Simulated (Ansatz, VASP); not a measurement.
Si: VASP beside Ansatz

INCAR

```
PREC = Accurate
ENCUT = 520
EDIFF = 1E-7
ISMEAR = 0
SIGMA = 0.05
LREAL = False
LASPH = True
NELM = 100
ALGO = Normal
ISIF = 2
LWAVE = False
LCHARG = False
GGA = PE
NBANDS = 16
```

The input KPOINTS:

```
Automatic mesh
0
Gamma
  12 12 6
```

POSCAR

```
Si
1.0
    3.6973121707      0.0000000000      0.0000000000
   -1.8486560853      3.2019662655      0.0000000000
    0.0000000000      0.0000000000      6.9051002099
Si
4
Direct
    0.3333333333      0.6666666667      0.0770726086
    0.6666666667      0.3333333333      0.5770726086
    0.3333333333      0.6666666667      0.4229273914
    0.6666666667      0.3333333333      0.9229273914
```

Input for Ansatz:

```yaml
crystal:
  lattice:
    - [3.6973121707, 0.0, 0.0]
    - [-1.8486560853, 3.2019662655, 0.0]
    - [0.0, 0.0, 6.9051002099]
  atoms:
    - { symbol: Si, position: [0.3333333333, 0.6666666667, 0.0770726086] }
    - { symbol: Si, position: [0.6666666667, 0.3333333333, 0.5770726086] }
    - { symbol: Si, position: [0.3333333333, 0.6666666667, 0.4229273914] }
    - { symbol: Si, position: [0.6666666667, 0.3333333333, 0.9229273914] }
basis:
  ecutwfc: 420
kpoints:
  mp_grid: { grid: [12, 12, 6] }
hamiltonian:
  xc: pbe
  pseudopotentials: { kind: paw, azcp: { folder: soft_1 } }
scf:
  occupations: { method: gaussian, width: 0.05 }
output:
  forces: true
  stress: true
  eigenvalues: true
```

Alike in both runs: task single point; functional PBE; k mesh 12 × 12 × 6; occupations gaussian, width 0.05 eV; no spin polarisation.

|  | VASP | Ansatz |
| --- | --- | --- |
| version | VASP 6.6.1 | Ansatz 0.2.0 |
| potentials or method | VASP PAW PBE potentials, release 64 (Si), cutoff 520 eV | scalar-relativistic, plane waves, PAW |
| valence electrons in the cell | 16 | 16 |

Ansatz gave:

* gap on the k mesh at the Fermi level (eV): none
* pressure (GPa): -1.4
* traceless stress, the component that is largest in VASP (GPa): -10.33
* rms of the force components (eV/Å): 0.754

**Question.** Which values does VASP return?

**Answer.** gap on the k mesh at the Fermi level (eV): none; pressure (GPa): -1.4; traceless stress, the component that is largest in VASP (GPa): -10.42; rms of the force components (eV/Å): 0.754.

Atom by atom the forces differ by 0.001 eV/Å (rms over components). A gap of «none» marks a metal or a gap that the smearing closes.
